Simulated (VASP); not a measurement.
# SrCdSiS4 (Ama2) in VASP: a series of runs

Runs on SrCdSiS4. Level: PBE. Tasks: single point.

Everything below comes from runs of VASP 6.6.1. Logs are shortened: lines on timing, memory, paths and dates and some standing lists are left out, and cuts for length are marked.

### 1 The cell of the first run

The structure is orthorhombic, space group Ama2 (No. 40). The conventional cell has a = 10.471 Å, b = 10.290 Å, c = 6.425 Å, α = 90.00°, β = 90.00°, γ = 90.00°. Sr (site symmetry 2) has 8 S at 3.06 to 3.20 Å and 2 Si at 3.90 Å within 4.0 Å. Within 3.3 Å of Cd (site symmetry m) lie 4 S at 2.48 to 2.64 Å and 1 Si at 3.14 Å. Within 2.8 Å of Si (site symmetry m) lie 4 S at 2.13 to 2.17 Å. Within 2.9 Å of S (site symmetry 1) lie 1 Si at 2.15 Å and 1 Cd at 2.62 Å. Within 2.9 Å of S (site symmetry m) lie 1 Si at 2.17 Å and 1 Cd at 2.48 Å. S (site symmetry m) has 1 Si at 2.13 Å and 1 Cd at 2.64 Å within 2.8 Å.

### 2 Single point, PBE

Input file INCAR:

```
SYSTEM = SrCdSiS4
PREC = Accurate ; ENCUT = 520
EDIFF = 1E-6 ; ISMEAR = 0
SIGMA = 0.02 ; LREAL = .False.
LASPH = .True. ; NELM = 80
ALGO = Normal ; ISIF = 2
LWAVE = .False. ; LCHARG = .False.
GGA = PE ; NBANDS = 63
```

Input file KPOINTS:

```
Automatic mesh
0
Gamma
  4 4 4
  0 0 0
```

Input file POSCAR:

```
SrCdSiS4
1.0
   10.4712346607      0.0000000000      0.0000000000
    0.0000000000      5.1447776268      3.2124113946
    0.0000000000     -5.1447776268      3.2124113946
Sr Cd Si S
2 2 2 8
Direct
    0.0000000000     -0.0016514624     -0.0016514624
    0.5000000000     -0.0016514624     -0.0016514624
    0.7500000000      0.2768296755      0.6032708337
    0.2500000000      0.6032708337      0.2768296755
    0.7500000000      0.7084507872      0.2704848776
    0.2500000000      0.2704848776      0.7084507872
    0.4149286486      0.4619182001      0.9167731629
    0.5850713514      0.9167731629      0.4619182001
    0.0850713514      0.4619182001      0.9167731629
    0.9149286486      0.9167731629      0.4619182001
    0.7500000000      0.7119736260      0.9147096271
    0.2500000000      0.9147096271      0.7119736260
    0.7500000000      0.3305680735      0.1940326984
    0.2500000000      0.1940326984      0.3305680735
```

Potentials or basis: VASP PAW PBE potentials, release 64 (Sr_sv, Cd, Si, S).

On the command line:

```bash
$ cat potpaw_PBE.64/Sr_sv/POTCAR potpaw_PBE.64/Cd/POTCAR potpaw_PBE.64/Si/POTCAR potpaw_PBE.64/S/POTCAR > POTCAR
$ mpirun -np 1 vasp_std > vasp.out
```

OUTCAR:

```text
SYSTEM = SrCdSiS4
   PREC = Accurate
   ENCUT = 520
   EDIFF = 1E-6
   ISMEAR = 0
   LREAL = .False.
   LASPH = .True.
   NELM = 80
   ISIF = 2
   GGA = PE

 ion  position               nearest neighbor table
   1  0.000  0.998  0.998-  11 3.06  12 3.06   9 3.19  10 3.19  10 3.20   9 3.20  13 3.20  14 3.20
                             5 3.90   6 3.90   4 4.21   3 4.21   3 4.36   4 4.36
   2  0.500  0.998  0.998-  11 3.06  12 3.06   7 3.19   8 3.19   8 3.20   7 3.20  13 3.20  14 3.20
                             5 3.90   6 3.90   4 4.21   3 4.21   3 4.36   4 4.36
   3  0.750  0.277  0.603-  11 2.48  10 2.62   8 2.62  13 2.64   5 3.14   2 4.21   1 4.21   2 4.36
                             1 4.36
   4  0.250  0.603  0.277-  12 2.48   9 2.62   7 2.62  14 2.64   6 3.14   1 4.21   2 4.21   2 4.36
                             1 4.36
   5  0.750  0.708  0.270-  13 2.13  10 2.15   8 2.15  11 2.17   3 3.14   1 3.90   2 3.90
   6  0.250  0.270  0.708-  14 2.13   9 2.15   7 2.15  12 2.17   4 3.14   1 3.90   2 3.90
   7  0.415  0.462  0.917-   6 2.15   4 2.62   2 3.19   2 3.20
   8  0.585  0.917  0.462-   5 2.15   3 2.62   2 3.19   2 3.20
   9  0.085  0.462  0.917-   6 2.15   4 2.62   1 3.19   1 3.20
  10  0.915  0.917  0.462-   5 2.15   3 2.62   1 3.19   1 3.20
  11  0.750  0.712  0.915-   5 2.17   3 2.48   1 3.06   2 3.06
  12  0.250  0.915  0.712-   6 2.17   4 2.48   1 3.06   2 3.06
  13  0.750  0.331  0.194-   5 2.13   3 2.64   1 3.20   2 3.20
  14  0.250  0.194  0.331-   6 2.13   4 2.64   1 3.20   2 3.20

  LATTYP: Found a base centered orthorhombic cell.
 ALAT       =     6.4248227892
 B/A-ratio  =     1.6015313716
 C/A-ratio  =     1.6298091020

  Lattice vectors:

 A1 = (   0.0000000000,   5.1447776268,   3.2124113946)
 A2 = (   0.0000000000,  -5.1447776268,   3.2124113946)
 A3 = (  10.4712346607,   0.0000000000,   0.0000000000)

Analysis of symmetry for initial positions (statically):
=====================================================================
 Subroutine PRICEL returns:
 Original cell was already a primitive cell.

 Routine SETGRP: Setting up the symmetry group for a
 base centered orthorhombic supercell.

 Subroutine GETGRP returns: Found  4 space group operations
 (whereof  2 operations were pure point group operations)
 out of a pool of  8 trial point group operations.

The static configuration has the point symmetry C_2 .
 The point group associated with its full space group is C_2v.

Analysis of symmetry for dynamics (positions and initial velocities):
=====================================================================
 Subroutine PRICEL returns:
 Original cell was already a primitive cell.

 Routine SETGRP: Setting up the symmetry group for a
 base centered orthorhombic supercell.

 Subroutine GETGRP returns: Found  4 space group operations
 (whereof  2 operations were pure point group operations)
 out of a pool of  8 trial point group operations.

The dynamic configuration has the point symmetry C_2 .
 The point group associated with its full space group is C_2v.

 Subroutine INISYM returns: Found  4 space group operations
 (whereof  2 operations are pure point group operations),
 and found     1 'primitive' translations

----------------------------------------------------------------------------------------

                                     Primitive cell

  volume of cell :     346.1192

  direct lattice vectors                    reciprocal lattice vectors
    10.471234661  0.000000000  0.000000000     0.095499722  0.000000000  0.000000000
     0.000000000  5.144777627  3.212411395     0.000000000  0.097185930  0.155646316
     0.000000000 -5.144777627  3.212411395     0.000000000 -0.097185930  0.155646316

  length of vectors
    10.471234661  6.065337896  6.065337896     0.095499722  0.183496269  0.183496269

  position of ions in fractional coordinates (direct lattice)
     0.000000000  0.998348538  0.998348538
     0.500000000  0.998348538  0.998348538
     0.750000000  0.276829675  0.603270834
     0.250000000  0.603270834  0.276829675
     0.750000000  0.708450787  0.270484878
     0.250000000  0.270484878  0.708450787
     0.414928649  0.461918200  0.916773163
     0.585071351  0.916773163  0.461918200
     0.085071351  0.461918200  0.916773163
     0.914928649  0.916773163  0.461918200
     0.750000000  0.711973626  0.914709627
     0.250000000  0.914709627  0.711973626
     0.750000000  0.330568073  0.194032698
     0.250000000  0.194032698  0.330568073

  ion indices of the primitive-cell ions
   primitive index   ion index
                 1           1
                 2           2
                 3           3
                 4           4
                 5           5
                 6           6
                 7           7
                 8           8
                 9           9
                10          10
                11          11
                12          12
                13          13
                14          14

----------------------------------------------------------------------------------------

 KPOINTS: Automatic mesh

Automatic generation of k-mesh.
 Grid dimensions read from file:
 generate k-points for:    4    4    4

 Generating k-lattice:

  Cartesian coordinates                     Fractional coordinates (reciprocal lattice)
     0.023874931  0.000000000  0.000000000     0.250000000  0.000000000  0.000000000
     0.000000000  0.024296483  0.038911579     0.000000000  0.250000000 -0.000000000
     0.000000000 -0.024296483  0.038911579     0.000000000 -0.000000000  0.250000000

  Length of vectors
     0.023874931  0.045874067  0.045874067

  Shift w.r.t. Gamma in fractional coordinates (k-lattice)
     0.000000000  0.000000000  0.000000000

 Subroutine IBZKPT returns following result:
 ===========================================

 Found     21 irreducible k-points:

 Following reciprocal coordinates:
            Coordinates               Weight
  0.000000  0.000000  0.000000      1.000000
  0.250000  0.000000  0.000000      2.000000
  0.500000  0.000000  0.000000      1.000000
  0.000000  0.250000  0.000000      4.000000
  0.250000  0.250000  0.000000      8.000000
  0.500000  0.250000  0.000000      4.000000
[... 13 lines left out ...]
  0.250000  0.500000  0.500000      2.000000
  0.500000  0.500000  0.500000      1.000000
   k-points           NKPTS =     21   k-points in BZ     NKDIM =     21   number of bands    NBANDS=     63
   number of dos      NEDOS =    301   number of ions     NIONS =     14
   total plane-waves  NPLWV = 184320
   dimension x,y,z NGX =    80 NGY =   48 NGZ =   48
   dimension x,y,z NGXF=   160 NGYF=   96 NGZF=   96
   ions per type =               2   2   2   8
   NGX,Y,Z   is equivalent  to a cutoff of  12.70, 13.16, 13.16 a.u.
   NGXF,Y,Z  is equivalent  to a cutoff of  25.40, 26.31, 26.31 a.u.
 SYSTEM =  SrCdSiS4
   PREC   = accura    normal or accurate (medium, high low for compatibility)
   ISTART =      0    job   : 0-new  1-cont  2-samecut
   ICHARG =      2    charge: 1-file 2-atom 10-const
   ISPIN  =      1    spin polarized calculation?
   LNONCOLLINEAR =      F non collinear calculations
   LSORBIT =      F    spin-orbit coupling
   LASPH  =      T    aspherical Exc in radial PAW
   ENCUT  =  520.0 eV  38.22 Ry    6.18 a.u.  19.47 11.28 11.28*2*pi/ulx,y,z
   NELM   =     80;   NELMIN=  2; NELMDL= -5     # of ELM steps
   EDIFF  = 0.1E-05   stopping-criterion for ELM
   LREAL  =      F    real-space projection
   EDIFFG = 0.1E-04   stopping-criterion for IOM
   NSW    =      0    number of steps for IOM
   IBRION =     -1    ionic relax: 0-MD 1-quasi-New 2-CG
   NFREE  =      0    steps in history (QN), initial steepest desc. (CG)
   ISIF   =      2    stress and relaxation
   ISYM   =      2    0-nonsym 1-usesym 2-fastsym
   POTIM  = 0.5000    time-step for ionic-motion
   TEBEG  =    0.0;   TEEND  =   0.0 temperature during run
   PSTRESS=    0.0 pullay stress
   NELECT =     100.0000    total number of electrons
   NUPDOWN=      -1.0000    fix difference up-down
   EMIN   =  10.00;   EMAX   =-10.00  energy-range for DOS
   EFERMI =   0.00;   METHOD = LEGACY
   ISMEAR =     0;   SIGMA  =   0.02  broadening in eV -4-tet -1-fermi 0-gaus
   EFERMI_NEDOS =   21; number of points for ismear=-14 and -15
   IALGO  =     38    algorithm
   IMIX   =      4    mixing-type and parameters
     AMIX     =   0.40;   BMIX     =  1.00
     AMIX_MAG =   1.60;   BMIX_MAG =  1.00
  volume/ion in A,a.u.               =      24.72       166.84
  Fermi-wavevector in a.u.,A,eV,Ry     =   1.082263  2.045181 15.936421  1.171294
  Thomas-Fermi vector in A             =   2.218300
   LORBIT       =      0    0 simple, 1 ext, 2 COOP (PROOUT), +10 PAW based schemes
   GGA     = PE    functional components
   LHFCALC =     F    Hartree Fock is set to
   AEXX    =    0.0000 exact exchange contribution
   IVDW    =     0    specifies the selected vdW correction
   LEPSILON=     F    determine dielectric tensor
   LRPA    =     F    only Hartree local field effects (RPA)
 non-spin polarized calculation
 Gauss-broadening in eV      SIGMA  =   0.02
  energy-cutoff  :      520.00
  volume of cell :      346.12
 maximum number of plane-waves:      9346
 NGX is ok and might be reduce to    80
   NGX = 39   NGY = 23   NGZ = 23

 number of electron     100.0000009 magnetization

 Free energy of the ion-electron system (eV)
  ---------------------------------------------------
  ext. energy  EPLUGINS =         0.00000000
  ---------------------------------------------------
  free energy    TOTEN  =       -64.43399205 eV

  energy without entropy =      -64.43399205  energy(sigma->0) =      -64.43399205

 E-fermi :   2.3431     XC(G=0):  -8.8937

 val. band max:        2.2336154027   @ k =   0.0000   0.5000   0.5000
 cond. band min:       4.9470112459   @ k =   0.0000   0.0000   0.0000
 fundamental gap:      2.7133958433
 Fermi energy:         2.3431000933

 k-point     1 :       0.0000    0.0000    0.0000
  band No.  band energies     occupation
      1     -31.9483      2.00000
      2     -31.9478      2.00000
      3     -14.0269      2.00000
      4     -13.9949      2.00000
      5     -13.9836      2.00000
      6     -13.9503      2.00000
[... 54 lines left out ...]
     61       7.9744      0.00000
     62       8.1585      0.00000

 k-point     2 :       0.2500    0.0000    0.0000
  band No.  band energies     occupation
      1     -31.9482      2.00000
      2     -31.9479      2.00000
      3     -14.0159      2.00000
      4     -13.9935      2.00000
      5     -13.9853      2.00000
      6     -13.9603      2.00000
[... 54 lines left out ...]
     61       7.9540      0.00000
     62       8.1324      0.00000

 k-point     3 :       0.5000    0.0000    0.0000
  band No.  band energies     occupation
      1     -31.9481      2.00000
      2     -31.9481      2.00000
      3     -13.9917      2.00000
      4     -13.9917      2.00000
      5     -13.9861      2.00000
      6     -13.9861      2.00000
[... 1159 lines left out ...]
     61       7.5731      0.00000
     62       7.6352      0.00000

 k-point    21 :       0.5000    0.5000    0.5000
  band No.  band energies     occupation
      1     -31.9479      2.00000
      2     -31.9479      2.00000
      3     -14.0000      2.00000
      4     -14.0000      2.00000
      5     -13.9876      2.00000
      6     -13.9876      2.00000
[... 54 lines left out ...]
     61       7.5040      0.00000
     62       7.5041      0.00000
 [bands above 62 left out]

------------------------ aborting loop because EDIFF is reached ----------------------------------------

  FORCE on cell =-STRESS in cart. coord.  units (eV):
  Direction    XX          YY          ZZ          XY          YZ          ZX
  --------------------------------------------------------------------------------------
  -------------------------------------------------------------------------------------
  Total        0.0843422      0.0804880      0.1622384      0.0000000      0.0000000      0.0000000
  in kB        0.3904180      0.3725769      0.7509976      0.0000000      0.0000000      0.0000000
  external PRESSURE =       0.5046642 kB  Pullay stress =       0.0000000 kB

 VOLUME and BASIS-vectors are now :
 -----------------------------------------------------------------------------
  energy-cutoff  :      520.00
  volume of cell :      346.12
      direct lattice vectors                 reciprocal lattice vectors
    10.471234661  0.000000000  0.000000000     0.095499722  0.000000000  0.000000000
     0.000000000  5.144777627  3.212411395     0.000000000  0.097185930  0.155646316
     0.000000000 -5.144777627  3.212411395     0.000000000 -0.097185930  0.155646316

 POSITION                                       TOTAL-FORCE (eV/Angst)
 -----------------------------------------------------------------------------------
      0.00000      0.00000      6.41421        -0.000000     -0.000000      0.000170
      5.23562      0.00000      6.41421        -0.000000     -0.000000      0.000170
      7.85343     -1.67947      2.82724        -0.000000     -0.001438      0.000933
      2.61781      1.67947      2.82724        -0.000000      0.001438      0.000933
      7.85343      2.25324      3.14474        -0.000000      0.002345      0.002454
      2.61781     -2.25324      3.14474        -0.000000     -0.002345      0.002454
      4.34482     -2.34013      4.42892        -0.005462      0.015624     -0.034078
      6.12642      2.34013      4.42892         0.005462     -0.015624     -0.034078
      0.89080     -2.34013      4.42892         0.005462      0.015624     -0.034078
      9.58043      2.34013      4.42892        -0.005462     -0.015624     -0.034078
      7.85343     -1.04303      5.22558        -0.000000     -0.017066      0.046051
      2.61781      1.04303      5.22558        -0.000000      0.017066      0.046051
      7.85343      0.70244      1.68523        -0.000000      0.043302      0.018548
      2.61781     -0.70244      1.68523        -0.000000     -0.043302      0.018548
 -----------------------------------------------------------------------------------
    total drift:                                0.000000      0.000001     -0.000448

  FREE ENERGIE OF THE ION-ELECTRON SYSTEM (eV)
  ---------------------------------------------------
  free  energy   TOTEN  =       -64.4339920450 eV

  energy  without entropy=      -64.4339920450  energy(sigma->0) =      -64.43399205
```

Wall time 8.7 min (1 thread of AMD EPYC 7R13 (Zen 3), shared host); peak memory 0.68 GiB.

Results:

```yaml
Free_energy: -64.4340 eV
Pressure: 0.1 GPa
Largest_force: 0.049 eV/Å
Band_gap_on_the_k_mesh: 2.71 eV (least direct gap 2.94 eV)
```

Forces in eV/Å, atoms in the order of the input:
```
Sr   0.000  0.000  0.000
Sr   0.000  0.000  0.000
Cd   0.000 -0.001  0.001
Cd   0.000  0.001  0.001
Si   0.000  0.002  0.002
Si   0.000 -0.002  0.002
S   -0.005  0.016 -0.034
S    0.005 -0.016 -0.034
S    0.005  0.016 -0.034
S   -0.005 -0.016 -0.034
S    0.000 -0.017  0.046
S    0.000  0.017  0.046
S    0.000  0.043  0.019
S    0.000 -0.043  0.019
```

### 3 Single point, PBE

This run uses another cell than the first one, of 23.75 Å³/atom.

Input file INCAR:

```
SYSTEM = SrCdSiS4
PREC = Accurate
ENCUT = 520
EDIFF = 1E-7
ISMEAR = 0
SIGMA = 0.1
LREAL = .FALSE.
LASPH = .TRUE.
NELM = 60
ALGO = Normal
ISIF = 2
LWAVE = .FALSE.
LCHARG = .FALSE.
GGA = PE
NBANDS = 63
```

Input file KPOINTS:

```
regular mesh
0
G
  2 4 4
  0 0 0
```

Input file POSCAR:

```
SrCdSiS4
1.0
   10.2821000000      0.0000000000      0.0000000000
    0.0000000000      5.0775500000      3.1849500000
    0.0000000000     -5.0775500000      3.1849500000
Sr Cd Si S
2 2 2 8
Direct
    0.0000000000      0.0000000000      0.0000000000
    0.5000000000      0.0000000000      0.0000000000
    0.7500000000      0.2738600000      0.6121400000
    0.2500000000      0.6121400000      0.2738600000
    0.7500000000      0.7057000000      0.2701000000
    0.2500000000      0.2701000000      0.7057000000
    0.4166000000      0.4641000000      0.9133000000
    0.5834000000      0.9133000000      0.4641000000
    0.0834000000      0.4641000000      0.9133000000
    0.9166000000      0.9133000000      0.4641000000
    0.7500000000      0.7091000000      0.9147000000
    0.2500000000      0.9147000000      0.7091000000
    0.7500000000      0.3282000000      0.1958000000
    0.2500000000      0.1958000000      0.3282000000
```

Potentials or basis: VASP PAW PBE potentials, release 64 (Sr_sv, Cd, Si, S).

On the command line:

```bash
$ cat potpaw_PBE.64/Sr_sv/POTCAR potpaw_PBE.64/Cd/POTCAR potpaw_PBE.64/Si/POTCAR potpaw_PBE.64/S/POTCAR > POTCAR
$ mpirun -np 1 vasp_std > vasp.out
```

Run time: 6.5 min. Hardware: 1 thread of Intel Xeon Platinum 8259CL at 2.50GHz (Skylake/Cascade Lake), shared host; peak memory 0.61 GiB.

The run converged. Its results:

| Item | Value |
| --- | --- |
| Free energy | -64.3464 eV |
| Pressure | 2.1 GPa |
| Largest force | 0.310 eV/Å |
| Band gap on the k mesh | 2.81 eV (least direct gap 2.93 eV) |

Forces in eV/Å, atoms in the order of the input:
```
Sr   0.000  0.000  0.033
Sr   0.000  0.000  0.033
Cd   0.000  0.016 -0.106
Cd   0.000 -0.016 -0.106
Si   0.000 -0.118  0.141
Si   0.000  0.118  0.141
S    0.185  0.018  0.009
S   -0.185 -0.018  0.009
S   -0.185  0.018  0.009
S    0.185 -0.018  0.009
S    0.000  0.301  0.071
S    0.000 -0.301  0.071
S    0.000 -0.149 -0.156
S    0.000  0.149 -0.156
```

Stress tensor (GPa, compression positive):
```
1.98 0.00 0.00
0.00 2.08 0.00
0.00 0.00 2.35
```

Levels at points of the mesh, in eV from the valence-band top:
```
           k point  band 48  band 49  band 50  band 51  band 52  band 53
(0.00, 0.00, 0.00)    -0.53    -0.46    -0.38     2.81     3.57     3.93
(0.50, 0.00, 0.00)    -0.74    -0.54    -0.54     3.34     3.34     4.00
(0.00, 0.50, 0.00)    -0.68    -0.55    -0.41     2.84     3.45     3.97
(0.50, 0.50, 0.00)    -0.66    -0.51    -0.41     2.96     3.46     3.87
(0.00, 0.50, 0.50)    -0.33    -0.11     0.00     2.93     3.56     3.96
(0.50, 0.50, 0.50)    -0.56    -0.14    -0.14     3.31     3.31     4.22
```
